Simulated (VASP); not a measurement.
Set up this calculation in VASP 6.6.1, as the native input.

```yaml
Task: single point
Functional: PBE
Potentials_or_basis: VASP PAW PBE potentials, release 64 (In_d, Sb, As)
Cutoff: 520 eV
k_mesh: 2 × 6 × 2
Occupations: gaussian, width 0.1 eV
Spin: no spin polarisation
Dipole_correction: no
Further_INCAR_settings: ALGO = Normal; EDIFF = 1e-07; NBANDS = 56
```

The structure of In5Sb2As3 lies in POSCAR:

```
In5Sb2As3
1.0
    8.8676425107      0.0000000000      0.1537243604
    0.0000000000      2.9279975965      0.0000000000
   -2.4504730369      0.0000000000     10.3611553578
In Sb As
5 2 3
Direct
    0.7917728176      0.2657644939      0.6923263251
    0.6295991845      0.0792151469      0.9243228713
    0.3704008155      0.0792151469      0.0756771287
    0.2082271824      0.2657644939      0.3076736749
    0.0000000000     -0.0514307371      0.5000000000
    0.3292600743      0.0802163346      0.7016641423
    0.6707399257      0.0802163346      0.2983358577
    0.5000000000      0.1740282666      0.5000000000
    0.0670841091      0.1385052599      0.9065208669
    0.9329158909      0.1385052599      0.0934791331
```

The input as run:

INCAR

```
SYSTEM = In5Sb2As3
PREC = Accurate ; ENCUT = 520
EDIFF = 1E-7 ; ISMEAR = 0
SIGMA = 0.1 ; LREAL = .False.
LASPH = .True. ; NELM = 80
ALGO = Normal ; ISIF = 2
LWAVE = .False. ; LCHARG = .False.
GGA = PE ; NBANDS = 56
```

KPOINTS

```
regular mesh
0
Gamma
  2 6 2
  0 0 0
```

Potentials or basis: VASP PAW PBE potentials, release 64 (In_d, Sb, As).

Command:

```console
$ cat potpaw_PBE.64/In_d/POTCAR potpaw_PBE.64/Sb/POTCAR potpaw_PBE.64/As/POTCAR > POTCAR
$ mpirun -np 1 vasp_std > vasp.out
```

Results of the run:

```yaml
Pressure: 0.0 GPa
Largest_force: 0.051 eV/Å
Band_gap_on_the_k_mesh: zero (bands 45 and 46 overlap by 2.82 eV)
```

Caveat: the k points lie up to 0.36 Å⁻¹ apart, too coarse for converged energies and pressures of a metal; spin-orbit coupling is left out, which moves the levels of the heavy elements.

Wall time 3.2 min on 1 thread of Intel(R) Xeon(R) 6975P-C (Granite Rapids), with other jobs on the host, peak memory 0.46 GiB.
